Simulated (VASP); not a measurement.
Here is a VASP 6.6.1 calculation.

The input INCAR:

```
PREC = Accurate ; ENCUT = 520
EDIFF = 1E-7 ; ISMEAR = 0
SIGMA = 0.1 ; LREAL = False
LASPH = True ; NELM = 60
ALGO = Fast ; ISIF = 2
LWAVE = False ; LCHARG = True
LELF = True ; LVHAR = True
NBANDS = 20
```

File KPOINTS:

```
Automatic mesh
0
Gamma
  17 17 13
```

POSCAR

```
Ga
1.0
    1.3830000000     -4.0265000000      0.0000000000
    1.3830000000      4.0265000000      0.0000000000
   -0.1174474948      0.0000000000      3.3299294416
Ga
2
Direct
    0.1310000000      0.8690000000      0.7500000000
    0.8690000000      0.1310000000      0.2500000000
```

Potentials or basis: VASP PAW LDA potentials, release 64 (Ga_d).

Run with:

```sh
$ cat potpaw_LDA.64/Ga_d/POTCAR > POTCAR
$ mpirun -np 1 vasp_std > vasp.out
```

(1) What does it give for the largest force?

(2) What does it give for the band gap on the k mesh?

(3) What does it give for the pressure?

Results:

(1) 0.188 eV/Å.

(2) zero (band 13 reaches 9.50 eV, above the bottom of band 14 at 1.40 eV).

(3) -3.8 GPa.
